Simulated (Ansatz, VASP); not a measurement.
# LiCl: VASP beside Ansatz

```
Li Cl
1.0
     0.00000    2.56477    2.56477
     2.56477    0.00000    2.56477
     2.56477    2.56477    0.00000
Li Cl
1 1
Direct
  0.00000 0.00000 0.00000
  0.50000 0.50000 0.50000
```

Alike in both runs: task relaxation of cell and atoms; functional PBE; k mesh 8 × 8 × 8; occupations gaussian, width 0.02 eV; no spin polarisation.

```csv
,VASP,Ansatz
version,VASP 6.6.1,Ansatz 0.2.0
potentials or method,"VASP PAW PBE potentials, release 64 (Li_sv, Cl), cutoff 600 eV","scalar-relativistic, plane waves, PAW"
valence electrons in the cell,10,10
```

Ansatz gave:

* gap on the k mesh at the Fermi level, each at its own relaxed structure (eV): 6.26
* relaxed volume (Å³/atom): 17.08
* relaxed cell length with the largest relative difference (Å): 3.642

Q: What did VASP give for the same quantities?

A: gap on the k mesh at the Fermi level, each at its own relaxed structure (eV): 6.29; relaxed volume (Å³/atom): 17.01; relaxed cell length with the largest relative difference (Å): 3.637.

Noted on VASP's run: the cutoff is short for stress, so the pressure is rough.
